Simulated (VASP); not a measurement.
# CdSe (P6_3mc) in VASP: further runs

Runs on CdSe. Level: PBE. Tasks: single point.

Program: VASP 6.6.1. These are calculated values, not measurements. Logs are shortened: lines on timing, memory, paths and dates and some standing lists are left out, and cuts for length are marked.

### 1 The cell of the first run

The structure is hexagonal, space group P6_3mc (No. 186). The conventional cell has a = 4.324 Å, b = 4.324 Å, c = 7.058 Å, α = 90.00°, β = 90.00°, γ = 120.00°. Within 3.5 Å of Cd (site symmetry 3m) lie 4 Se at 2.65 Å. Se (site symmetry 3m) has 4 Cd at 2.65 Å within 3.5 Å.

### 2 Single point, PBE (28.57 Å³/atom)

Input file INCAR:

```
SYSTEM = CdSe
ALGO = Normal
EDIFF = 1E-6
ENCUT = 520
GGA = PE
ISIF = 2
ISMEAR = 0
LASPH = .True.
LCHARG = .False.
LREAL = .False.
LWAVE = .False.
NBANDS = 26
NELM = 80
PREC = Accurate
SIGMA = 0.05
```

Input file KPOINTS:

```
k-points
0
Gamma
  10 10 6
  0 0 0
```

Input file POSCAR:

```
CdSe
1.0
    4.3241076660      0.0000000000      0.0000000000
   -2.1620538330      3.7447870875      0.0000000000
    0.0000000000      0.0000000000      7.0577254925
Cd Se
2 2
Direct
    0.6666666667      0.3333333333     -0.0003929495
    0.3333333333      0.6666666667      0.4996070505
    0.6666666667      0.3333333333      0.3753929495
    0.3333333333      0.6666666667      0.8753929495
```

Potentials or basis: VASP PAW PBE potentials, release 64 (Cd, Se).

Started as:

```bash
cat potpaw_PBE.64/Cd/POTCAR potpaw_PBE.64/Se/POTCAR > POTCAR
mpirun -np 1 vasp_std > vasp.out
```

OUTCAR:

```text
SYSTEM = CdSe
   EDIFF = 1E-6
   ENCUT = 520
   GGA = PE
   ISIF = 2
   ISMEAR = 0
   LASPH = .True.
   LREAL = .False.
   NELM = 80
   PREC = Accurate

 ion  position               nearest neighbor table
   1  0.667  0.333  1.000-   4 2.65   4 2.65   4 2.65   3 2.65
   2  0.333  0.667  0.500-   3 2.65   3 2.65   3 2.65   4 2.65
   3  0.667  0.333  0.375-   2 2.65   2 2.65   2 2.65   1 2.65
   4  0.333  0.667  0.875-   1 2.65   1 2.65   1 2.65   2 2.65

  LATTYP: Found a hexagonal cell.
 ALAT       =     4.3241076660
 C/A-ratio  =     1.6321807961

  Lattice vectors:

 A1 = (   4.3241076660,   0.0000000000,   0.0000000000)
 A2 = (  -2.1620538330,   3.7447870875,   0.0000000000)
 A3 = (   0.0000000000,   0.0000000000,   7.0577254925)

Analysis of symmetry for initial positions (statically):
=====================================================================
 Subroutine PRICEL returns:
 Original cell was already a primitive cell.

 Routine SETGRP: Setting up the symmetry group for a
 hexagonal supercell.

 Subroutine GETGRP returns: Found 12 space group operations
 (whereof  6 operations were pure point group operations)
 out of a pool of 24 trial point group operations.

The static configuration has the point symmetry C_3v.
 The point group associated with its full space group is C_6v.

Analysis of symmetry for dynamics (positions and initial velocities):
=====================================================================
 Subroutine PRICEL returns:
 Original cell was already a primitive cell.

 Routine SETGRP: Setting up the symmetry group for a
 hexagonal supercell.

 Subroutine GETGRP returns: Found 12 space group operations
 (whereof  6 operations were pure point group operations)
 out of a pool of 24 trial point group operations.

The dynamic configuration has the point symmetry C_3v.
 The point group associated with its full space group is C_6v.

 Subroutine INISYM returns: Found 12 space group operations
 (whereof  6 operations are pure point group operations),
 and found     1 'primitive' translations

----------------------------------------------------------------------------------------

                                     Primitive cell

  volume of cell :     114.2848

  direct lattice vectors                    reciprocal lattice vectors
     4.324107666  0.000000000  0.000000000     0.231261587  0.133518939  0.000000000
    -2.162053833  3.744787087  0.000000000     0.000000000  0.267037879  0.000000000
     0.000000000  0.000000000  7.057725493     0.000000000  0.000000000  0.141688707

  length of vectors
     4.324107666  4.324107666  7.057725493     0.267037879  0.267037879  0.141688707

  position of ions in fractional coordinates (direct lattice)
     0.666666667  0.333333333  0.999607051
     0.333333333  0.666666667  0.499607051
     0.666666667  0.333333333  0.375392949
     0.333333333  0.666666667  0.875392949

  ion indices of the primitive-cell ions
   primitive index   ion index
                 1           1
                 2           2
                 3           3
                 4           4

----------------------------------------------------------------------------------------

 KPOINTS: k-points

Automatic generation of k-mesh.
 Grid dimensions read from file:
 generate k-points for:   10   10    6

 Generating k-lattice:

  Cartesian coordinates                     Fractional coordinates (reciprocal lattice)
     0.023126159  0.013351894  0.000000000     0.100000000  0.000000000  0.000000000
     0.000000000  0.026703788  0.000000000     0.000000000  0.100000000  0.000000000
     0.000000000  0.000000000  0.023614785     0.000000000  0.000000000  0.166666667

  Length of vectors
     0.026703788  0.026703788  0.023614785

  Shift w.r.t. Gamma in fractional coordinates (k-lattice)
     0.000000000  0.000000000  0.000000000

 Subroutine IBZKPT returns following result:
 ===========================================

 Found     56 irreducible k-points:

 Following reciprocal coordinates:
            Coordinates               Weight
  0.000000  0.000000  0.000000      1.000000
  0.100000  0.000000  0.000000      6.000000
  0.200000  0.000000  0.000000      6.000000
  0.300000  0.000000  0.000000      6.000000
  0.400000  0.000000  0.000000      6.000000
  0.500000  0.000000  0.000000      3.000000
[... 16 lines left out ...]
  0.300000  0.100000  0.166667     24.000000
  0.400000  0.100000  0.166667     24.000000
 [... further k-points ...]
   k-points           NKPTS =     56   k-points in BZ     NKDIM =     56   number of bands    NBANDS=     26
   number of dos      NEDOS =    301   number of ions     NIONS =      4
   total plane-waves  NPLWV =  55296
   dimension x,y,z NGX =    32 NGY =   32 NGZ =   54
   dimension x,y,z NGXF=    64 NGYF=   64 NGZF=  108
   ions per type =               2   2
   NGX,Y,Z   is equivalent  to a cutoff of  12.30, 12.30, 12.72 a.u.
   NGXF,Y,Z  is equivalent  to a cutoff of  24.61, 24.61, 25.44 a.u.
 SYSTEM =  CdSe
   PREC   = accura    normal or accurate (medium, high low for compatibility)
   ISTART =      0    job   : 0-new  1-cont  2-samecut
   ICHARG =      2    charge: 1-file 2-atom 10-const
   ISPIN  =      1    spin polarized calculation?
   LNONCOLLINEAR =      F non collinear calculations
   LSORBIT =      F    spin-orbit coupling
   LASPH  =      T    aspherical Exc in radial PAW
   ENCUT  =  520.0 eV  38.22 Ry    6.18 a.u.   8.04  8.04 13.12*2*pi/ulx,y,z
   NELM   =     80;   NELMIN=  2; NELMDL= -5     # of ELM steps
   EDIFF  = 0.1E-05   stopping-criterion for ELM
   LREAL  =      F    real-space projection
   EDIFFG = 0.1E-04   stopping-criterion for IOM
   NSW    =      0    number of steps for IOM
   IBRION =     -1    ionic relax: 0-MD 1-quasi-New 2-CG
   NFREE  =      0    steps in history (QN), initial steepest desc. (CG)
   ISIF   =      2    stress and relaxation
   ISYM   =      2    0-nonsym 1-usesym 2-fastsym
   POTIM  = 0.5000    time-step for ionic-motion
   TEBEG  =    0.0;   TEEND  =   0.0 temperature during run
   PSTRESS=    0.0 pullay stress
   NELECT =      36.0000    total number of electrons
   NUPDOWN=      -1.0000    fix difference up-down
   EMIN   =  10.00;   EMAX   =-10.00  energy-range for DOS
   EFERMI =   0.00;   METHOD = LEGACY
   ISMEAR =     0;   SIGMA  =   0.05  broadening in eV -4-tet -1-fermi 0-gaus
   EFERMI_NEDOS =   21; number of points for ismear=-14 and -15
   IALGO  =     38    algorithm
   IMIX   =      4    mixing-type and parameters
     AMIX     =   0.40;   BMIX     =  1.00
     AMIX_MAG =   1.60;   BMIX_MAG =  1.00
  volume/ion in A,a.u.               =      28.57       192.81
  Fermi-wavevector in a.u.,A,eV,Ry     =   1.113900  2.104966 16.881744  1.240773
  Thomas-Fermi vector in A             =   2.250490
   LORBIT       =      0    0 simple, 1 ext, 2 COOP (PROOUT), +10 PAW based schemes
   GGA     = PE    functional components
   LHFCALC =     F    Hartree Fock is set to
   AEXX    =    0.0000 exact exchange contribution
   IVDW    =     0    specifies the selected vdW correction
   LEPSILON=     F    determine dielectric tensor
   LRPA    =     F    only Hartree local field effects (RPA)
 non-spin polarized calculation
 Gauss-broadening in eV      SIGMA  =   0.05
  energy-cutoff  :      520.00
  volume of cell :      114.28
 maximum number of plane-waves:      3102
   NGX = 17   NGY = 17   NGZ = 27

 number of electron      35.9999999 magnetization

 Free energy of the ion-electron system (eV)
  ---------------------------------------------------
  ext. energy  EPLUGINS =         0.00000000
  ---------------------------------------------------
  free energy    TOTEN  =       -10.95883899 eV

  energy without entropy =      -10.95883899  energy(sigma->0) =      -10.95883899

 E-fermi :   1.0651     XC(G=0):  -8.8090

 val. band max:        0.8230012141   @ k =   0.0000   0.0000   0.0000
 cond. band min:       1.4546968760   @ k =   0.0000   0.0000   0.0000
 fundamental gap:      0.6316956619
 Fermi energy:         1.0650579453

 k-point     1 :       0.0000    0.0000    0.0000
  band No.  band energies     occupation
      1     -11.6914      2.00000
      2     -11.3280      2.00000
      3      -7.0531      2.00000
      4      -7.0473      2.00000
      5      -7.0473      2.00000
      6      -6.9824      2.00000
[... 18 lines left out ...]
     25       7.8284      0.00000
     26       8.4805      0.00000

 k-point     2 :       0.1000    0.0000    0.0000
  band No.  band energies     occupation
      1     -11.6613      2.00000
      2     -11.3141      2.00000
      3      -7.0444      2.00000
      4      -7.0364      2.00000
      5      -7.0237      2.00000
      6      -6.9694      2.00000
[... 18 lines left out ...]
     25       8.0621      0.00000
     26       8.2981      0.00000

 k-point     3 :       0.2000    0.0000    0.0000
  band No.  band energies     occupation
      1     -11.5803      2.00000
      2     -11.2794      2.00000
      3      -7.0193      2.00000
      4      -7.0101      2.00000
      5      -6.9585      2.00000
      6      -6.9285      2.00000
[... 18 lines left out ...]
     25       7.9759      0.00000
     26       8.6875      0.00000

 k-point     4 :       0.3000    0.0000    0.0000
  band No.  band energies     occupation
      1     -11.4734      2.00000
      2     -11.2418      2.00000
      3      -6.9933      2.00000
      4      -6.9831      2.00000
      5      -6.8931      2.00000
      6      -6.8808      2.00000
[... 18 lines left out ...]
     25       8.6091      0.00000
     26       8.7390      0.00000
[... 496 lines left out ...]
      1     -11.4933      2.00000
      2     -11.2700      2.00000
      3      -6.9928      2.00000
      4      -6.9891      2.00000
      5      -6.9172      2.00000
      6      -6.9092      2.00000
[... 18 lines left out ...]
     25       8.4193      0.00000
     26       8.8182      0.00000

 k-point    23 :       0.3000    0.1000    0.1667
  band No.  band energies     occupation
      1     -11.3950      2.00000
      2     -11.2364      2.00000
      3      -6.9735      2.00000
      4      -6.9673      2.00000
      5      -6.8772      2.00000
      6      -6.8653      2.00000
[... 18 lines left out ...]
     25       8.5240      0.00000
     26       9.1413      0.00000

 k-point    24 :       0.4000    0.1000    0.1667
  band No.  band energies     occupation
      1     -11.3253      2.00000
      2     -11.2243      2.00000
      3      -6.9669      2.00000
      4      -6.9544      2.00000
      5      -6.8521      2.00000
      6      -6.8404      2.00000
[... 18 lines left out ...]
     25       8.7581      0.00000
     26       9.8687      0.00000

 [... further k-points ...]

------------------------ aborting loop because EDIFF is reached ----------------------------------------

  FORCE on cell =-STRESS in cart. coord.  units (eV):
  Direction    XX          YY          ZZ          XY          YZ          ZX
  --------------------------------------------------------------------------------------
  -------------------------------------------------------------------------------------
  Total        1.6292917      1.6292917      1.6346558      0.0000000      0.0000000      0.0000000
  in kB       22.8413115     22.8413115     22.9165110      0.0000000      0.0000000      0.0000000
  external PRESSURE =      22.8663780 kB  Pullay stress =       0.0000000 kB

 VOLUME and BASIS-vectors are now :
 -----------------------------------------------------------------------------
  energy-cutoff  :      520.00
  volume of cell :      114.28
      direct lattice vectors                 reciprocal lattice vectors
     4.324107666  0.000000000  0.000000000     0.231261587  0.133518939  0.000000000
    -2.162053833  3.744787087  0.000000000     0.000000000  0.267037879  0.000000000
     0.000000000  0.000000000  7.057725493     0.000000000  0.000000000  0.141688707

 POSITION                                       TOTAL-FORCE (eV/Angst)
 -----------------------------------------------------------------------------------
      2.16205      1.24826      7.05495         0.000000      0.000000      0.005405
     -0.00000      2.49652      3.52609         0.000000     -0.000000      0.005405
      2.16205      1.24826      2.64942        -0.000000      0.000000     -0.005405
     -0.00000      2.49652      6.17828         0.000000      0.000000     -0.005405
 -----------------------------------------------------------------------------------
    total drift:                               -0.000000     -0.000000     -0.000411

  FREE ENERGIE OF THE ION-ELECTRON SYSTEM (eV)
  ---------------------------------------------------
  free  energy   TOTEN  =       -10.9588389872 eV

  energy  without entropy=      -10.9588389872  energy(sigma->0) =      -10.95883899
```

Run time: 1.8 min. Hardware: 1 thread of Intel Xeon Platinum 8259CL at 2.50GHz (Skylake/Cascade Lake), shared host; peak memory 0.32 GiB.

Results:

* Free energy: -10.9588 eV
* Pressure: 2.3 GPa
* Largest force: 0.005 eV/Å
* Band gap on the k mesh: 0.63 eV

Forces on the atoms (eV/Å):
```
Cd   0.000  0.000  0.005
Cd   0.000  0.000  0.005
Se   0.000  0.000 -0.005
Se   0.000  0.000 -0.005
```

Levels at points of the mesh, in eV from the valence-band top:
| k point | band 14 | band 15 | band 16 | band 17 | band 18 | band 19 | band 20 | band 21 | band 22 | band 23 |
| --- | --- | --- | --- | --- | --- | --- | --- | --- | --- | --- |
| (0.00, 0.00, 0.00) | -0.74 | -0.74 | -0.05 | 0.00 | 0.00 | 0.63 | 2.19 | 5.86 | 5.86 | 6.14 |
| (0.50, 0.00, 0.00) | -3.58 | -2.59 | -1.81 | -1.30 | -0.74 | 3.18 | 3.33 | 4.77 | 6.09 | 6.45 |
| (0.00, 0.00, 0.50) | -2.63 | -0.39 | -0.39 | -0.39 | -0.39 | 2.34 | 2.34 | 5.83 | 5.83 | 6.26 |
| (0.50, 0.00, 0.50) | -4.14 | -1.33 | -1.33 | -1.31 | -1.31 | 2.93 | 2.93 | 4.85 | 4.85 | 7.69 |

As with any semilocal functional, this PBE gap is likely too small.

### 3 Single point, PBE (29.17 Å³/atom)

This run uses another cell than the first one, of 29.17 Å³/atom.

Input file INCAR:

```
  PREC = Accurate
  ENCUT = 520
  EDIFF = 1E-7
  ISMEAR = 0
  SIGMA = 0.05
  LREAL = F
  LASPH = T
  NELM = 100
  ALGO = Normal
  ISIF = 2
  LWAVE = F
  LCHARG = F
  GGA = PE
  NBANDS = 26
```

Input file KPOINTS:

```
Automatic mesh
0
Gamma
  10 10 6
```

Input file POSCAR:

```
CdSe
1.0
    4.3539300406      0.0000000000      0.0000000000
   -2.1769650203      3.7706140215      0.0000000000
    0.0000000000      0.0000000000      7.1064009996
Cd Se
2 2
Direct
    0.6666666667      0.3333333333     -0.0003929495
    0.3333333333      0.6666666667      0.4996070505
    0.6666666667      0.3333333333      0.3753929495
    0.3333333333      0.6666666667      0.8753929495
```

Potentials or basis: VASP PAW PBE potentials, release 64 (Cd, Se).

Started as:

```bash
cat potpaw_PBE.64/Cd/POTCAR potpaw_PBE.64/Se/POTCAR > POTCAR
mpirun -np 1 vasp_std > vasp.out
```

It took 1.9 min on 1 thread of Intel Xeon Platinum 8259CL at 2.50GHz (Skylake/Cascade Lake), shared host; peak memory 0.31 GiB.

The run converged. Its results:

- Free energy: -10.9848 eV
- Pressure: 1.2 GPa
- Largest force: 0.003 eV/Å
- Band gap on the k mesh: 0.59 eV

Forces on the atoms (eV/Å):
```
Cd   0.000  0.000  0.003
Cd   0.000  0.000  0.003
Se   0.000  0.000 -0.003
Se   0.000  0.000 -0.003
```

Levels at points of the mesh, in eV from the valence-band top:
```
           k point  band 16  band 17  band 18  band 19  band 20  band 21
(0.00, 0.00, 0.00)    -0.04     0.00     0.00     0.59     2.17     5.86
(0.50, 0.00, 0.00)    -1.74    -1.25    -0.71     3.14     3.33     4.78
(0.00, 0.00, 0.50)    -0.37    -0.37    -0.37     2.30     2.30     5.80
(0.50, 0.00, 0.50)    -1.28    -1.26    -1.26     2.91     2.91     4.84
```

As with any semilocal functional, this PBE gap is likely too small.
